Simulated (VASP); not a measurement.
Here is a VASP 6.6.1 calculation.

Contents of INCAR:

```
SYSTEM = Ga
  ALGO = Normal
  EDIFF = 1E-7
  ENCUT = 520
  GGA = CA
  ISIF = 2
  ISMEAR = 0
  LASPH = .True.
  LCHARG = .True.
  LELF = .True.
  LREAL = .False.
  LVHAR = .True.
  LWAVE = .False.
  NBANDS = 34
  NELM = 60
  PREC = Accurate
  SIGMA = 0.6
```

File KPOINTS:

```
k-points
0
Gamma
  8 8 7
  0 0 0
```

POSCAR

```
Ga
1.0
    2.2178908173     -3.7419137528      0.0000000000
    2.2178908173      3.7419137528      0.0000000000
    0.0000000000      0.0000000000      4.4249628129
Ga
4
Direct
    0.8443628362      0.1556371638      0.0859373133
    0.6556371638      0.3443628362      0.5859373133
    0.1556371638      0.8443628362      0.9140626867
    0.3443628362      0.6556371638      0.4140626867
```

Potentials or basis: VASP PAW LDA potentials, release 64 (Ga_d).

Run with:

```console
$ cat potpaw_LDA.64/Ga_d/POTCAR > POTCAR
$ mpirun -np 1 vasp_std > vasp.out
```

What does it give for the band gap on the k mesh?

Zero (band 26 reaches 5.63 eV, above the bottom of band 27 at 4.58 eV).

Estimate the largest force.

0.031 eV/Å.

Estimate the pressure.

0.4 GPa.

Forces on the atoms (eV/Å):
```
Ga   0.000  0.030  0.008
Ga   0.000 -0.030  0.008
Ga   0.000 -0.030 -0.008
Ga   0.000  0.030 -0.008
```
